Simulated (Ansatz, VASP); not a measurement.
# CuW3: VASP beside Ansatz

```
Cu W
1.0
     3.92712    0.00000    0.00000
     0.00000    3.92712    0.00000
     0.00000    0.00000    3.92712
Cu W
1 3
Cartesian
  0.0000 0.0000 0.0000
  0.0000 1.9636 1.9636
  1.9636 0.0000 1.9636
  1.9636 1.9636 0.0000
```

Alike in both runs: functional PBE; k mesh 4 × 4 × 4; occupations gaussian, width 0.1 eV; no spin polarisation.

Ansatz relaxed the structure, and its values are those at the end. VASP's run is a single point on that final structure, the one shown.

|  | VASP | Ansatz |
| --- | --- | --- |
| version | VASP 6.6.1 | Ansatz 0.2.0 |
| potentials or method | VASP PAW PBE potentials, release 64 (Cu, W_sv), cutoff 520 eV | scalar-relativistic, plane waves, PAW |
| valence electrons in the cell | 53 | 61 |

VASP gave:

```
gap on the k mesh at the Fermi level (eV) : none
pressure (GPa)                            : 0.4
```

Q: What did Ansatz give for the same quantities?

A: gap on the k mesh at the Fermi level (eV): none; pressure (GPa): -0.2.

A gap of «none» marks a metal or a gap that the smearing closes. VASP's potentials hold 53 valence electrons a cell and Ansatz's 61, so a difference there can come from the potentials and not from the codes.

The k mesh is coarse, so the values compare programs but aren't converged. Spin-orbit coupling is off throughout.
